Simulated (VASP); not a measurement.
Wanted: the native input for a VASP 6.6.1 run.

```yaml
Task: single point
Functional: PBE
Potentials_or_basis: VASP PAW PBE potentials, release 64 (V_sv)
Cutoff: 520 eV
k_mesh: 10 × 10 × 10
Occupations: fermi-dirac, width 0.1 eV
Spin: collinear spin, ferromagnetic start
Starting_moments: "[1.5] μB"
Dipole_correction: no
Further_INCAR_settings: ALGO = Normal; EDIFF = 1e-07; NBANDS = 16
```

The structure of V lies in POSCAR:

```
V
1.0
    2.4017804417      0.0000000000      0.0000000000
    0.0000000000      2.4017804417      0.0000000000
    0.0000000000      0.0000000000      2.4017804417
V
1
Direct
    0.0000000000      0.0000000000      0.0000000000
```

This isn't the form of V at room conditions, which is bcc.

One way to write it, as run:

INCAR

```
SYSTEM = V
PREC     = Accurate       ! precision mode
ENCUT    = 520            ! plane-wave cutoff, eV
EDIFF    = 1E-7           ! SCF threshold, eV
ISMEAR   = -1             ! smearing method
SIGMA    = 0.1            ! smearing width, eV
LREAL    = .FALSE.        ! projectors in reciprocal space
LASPH    = .TRUE.         ! aspherical terms in the spheres
NELM     = 150            ! most SCF steps
ALGO     = Normal         ! electronic algorithm
ISIF     = 2              ! what is computed and relaxed
LWAVE    = .FALSE.        ! write WAVECAR
LCHARG   = .TRUE.         ! write CHGCAR
ISPIN    = 2              ! spin polarisation
MAGMOM   = 1.5            ! initial moments
LORBIT   = 11             ! projections on sites
LMAXMIX  = 4              ! l up to which the mixer works
GGA      = PE             ! functional
LELF     = .TRUE.         ! ELF
LVHAR    = .TRUE.       
NBANDS   = 16             ! bands
```

KPOINTS

```
regular mesh
0
G
  10 10 10
  0 0 0
```

Potentials or basis: VASP PAW PBE potentials, release 64 (V_sv).

Run with:

```sh
$ cat potpaw_PBE.64/V_sv/POTCAR > POTCAR
$ mpirun -np 1 vasp_std > vasp.out
```

It gave:

* Pressure: 10.4 GPa
* Net moment: 0.00 μB per cell
* Valence electrons inside the program's atomic spheres: V 11.82

Caveat: the cell stands under pressure.

It took 36 s on 1 thread of Intel Xeon 8259CL, on a shared host, peak memory 0.13 GiB.
